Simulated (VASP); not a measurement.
A run of VASP 6.6.1 is set up as follows.

File INCAR:

```
ALGO = Fast
EDIFF = 1E-7
ENCUT = 520
GGA = PE
ISIF = 2
ISMEAR = 0
LASPH = T
LCHARG = T
LELF = T
LREAL = F
LVHAR = T
LWAVE = F
NBANDS = 57
NELM = 80
PREC = Accurate
SIGMA = 0.2
```

File KPOINTS:

```
k-points
0
Gamma
  4 4 2
```

Contents of POSCAR:

```
Bi6Te
1.0
    4.5523023652      0.0000000000      0.0000000000
   -2.2761511826      3.9424094940      0.0000000000
    0.0000000000      0.0000000000     13.9055579150
Bi Te
6 1
Direct
    0.0000000000      0.0000000000      0.2773033241
    0.3333333333      0.6666666667      0.4383490281
    0.0000000000      0.0000000000      0.7226966759
    0.6666666667      0.3333333333      0.5616509719
    0.3333333333      0.6666666667      0.8506586096
    0.6666666667      0.3333333333      0.1493413904
    0.0000000000      0.0000000000      0.0000000000
```

Potentials or basis: VASP PAW PBE potentials, release 64 (Bi_d, Te).

Run with:

```sh
$ cat potpaw_PBE.64/Bi_d/POTCAR potpaw_PBE.64/Te/POTCAR > POTCAR
$ mpirun -np 1 vasp_std > vasp.out
```

(1) What does it give for the largest force?

(2) What does it give for the band gap on the k mesh?

(3) Predict the pressure.

## Answers

(1) 0.039 eV/Å.

(2) zero (bands 48 and 49 overlap by 0.22 eV).

(3) 0.1 GPa.

Caveat: the k points lie up to 0.40 Å⁻¹ apart; spin-orbit coupling is left out, which moves the levels of the heavy elements.
